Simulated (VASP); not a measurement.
Runs of VASP 6.6.1 on AlB2P3. The structure is that of space group I-4m2 (No. 119), or close to it. The cells are those of the table. 

```tsv
task	cell	k mesh	cutoff (eV)	smearing	gap on the mesh (eV)	pressure (GPa)	largest force (eV/Å)
single point	a = 7.913 Å, angles 155.2, 155.2, 35.3°, 6 atoms	8 × 8 × 8	520	gaussian 0.1 eV	(a)	-0.2	0.01
single point	a = 7.916 Å, angles 155.2, 155.2, 35.3°, 6 atoms	12 × 12 × 12	520	gaussian 0.02 eV	(b)	-0.2	-
single point	a = 7.832 Å, angles 154.2, 154.2, 36.9°, 6 atoms	8 × 8 × 8	520	gaussian 0.1 eV	1.27	0.8	4.94
relaxation of cell and atoms	relaxed from a = 7.832 Å, angles 154.2, 154.2, 36.9°, 6 atoms	8 × 8 × 8	600	gaussian 0.1 eV	0.61	0.0	0.02
```

Alike in all rows: level PBE; potentials or basis VASP PAW PBE potentials, release 64 (Al, B, P); no spin polarisation.

Question: Fill in the values left out.

Answer: (a) 0.62; (b) 0.63.

Caveats: forces of over 1 eV/Å act on the atoms, so gaps and moduli don't describe the material at rest (some runs).

A k mesh can miss the band edges.
